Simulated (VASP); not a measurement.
Set up this calculation in VASP 6.6.1, as the native input.

* Task: single point
* Functional: PBE
* Potentials or basis: VASP PAW PBE potentials, release 64 (B, Al, N)
* Cutoff: 520 eV
* k mesh: 12 × 12 × 4
* Occupations: fermi-dirac, width 0.02 eV
* Spin: no spin polarisation
* Dipole correction: no
* Further INCAR settings: ALGO = Normal; EDIFF = 1e-06; NBANDS = 21

The structure of Al2BN3 lies in POSCAR:

```
Al2BN3
1.0
    2.9589566073      0.0000000000      0.0000000000
   -1.4794783036      2.5625315906      0.0000000000
    0.0000000000      0.0000000000      7.2332551091
B Al N
1 2 3
Direct
    0.0000000000      0.0000000000      0.0124558088
    0.6666666667      0.3333333333      0.6771054664
    0.3333333333      0.6666666667      0.3196868222
    0.6666666667      0.3333333333      0.9388778100
    0.3333333333      0.6666666667      0.5788568922
    0.0000000000      0.0000000000      0.2230172004
```

The input as run:

INCAR

```
SYSTEM = Al2BN3
PREC = Accurate
ENCUT = 520
EDIFF = 1E-6
ISMEAR = -1
SIGMA = 0.02
LREAL = .False.
LASPH = .True.
NELM = 80
ALGO = Normal
ISIF = 2
LWAVE = .False.
LCHARG = .False.
GGA = PE
NBANDS = 21
```

KPOINTS

```
Automatic mesh
0
Gamma
  12 12 4
  0 0 0
```

Potentials or basis: VASP PAW PBE potentials, release 64 (B, Al, N).

Launch:

```sh
$ cat potpaw_PBE.64/B/POTCAR potpaw_PBE.64/Al/POTCAR potpaw_PBE.64/N/POTCAR > POTCAR
$ mpirun -np 1 vasp_std > vasp.out
```

It gave:

```json
{"Pressure": "-0.2 GPa", "Largest force": "0.028 eV/Å", "Band gap on the k mesh": "3.10 eV (least direct gap 4.07 eV)"}
```

It took 31 s on 1 thread of Intel(R) Xeon(R) 6975P-C (Granite Rapids), on a shared host, peak memory 0.21 GiB.
